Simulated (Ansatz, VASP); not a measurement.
**AlNi in VASP and in Ansatz**

```
CELL_PARAMETERS angstrom
3.40123 0.00000 0.00000
-1.70061 2.94555 0.00000
0.00000 0.00000 4.91560
ATOMIC_POSITIONS crystal
Ni 0.00000 0.00000 0.00000
Ni 0.00000 0.00000 0.50000
Al 0.33333 0.66667 0.25000
Al 0.66667 0.33333 0.75000
```

Alike in both runs: task single point; functional PBE; k mesh 11 × 11 × 6; occupations fermi-dirac, width 0.05 eV; no spin polarisation.

|  | VASP | Ansatz |
| --- | --- | --- |
| version | VASP 6.6.1 | Ansatz 0.2.0 |
| potentials or method | VASP PAW PBE potentials, release 64 (Ni, Al), cutoff 520 eV | all-electron LAPW, scalar-relativistic |

```csv
,VASP,Ansatz,Ansatz less VASP
pressure (GPa),22.8,22.9,+0.06
"traceless stress, the component that is largest in VASP (GPa)",0.10,-0.03,-0.129
```

Ansatz ran all-electron here, and VASP with PAW potentials.
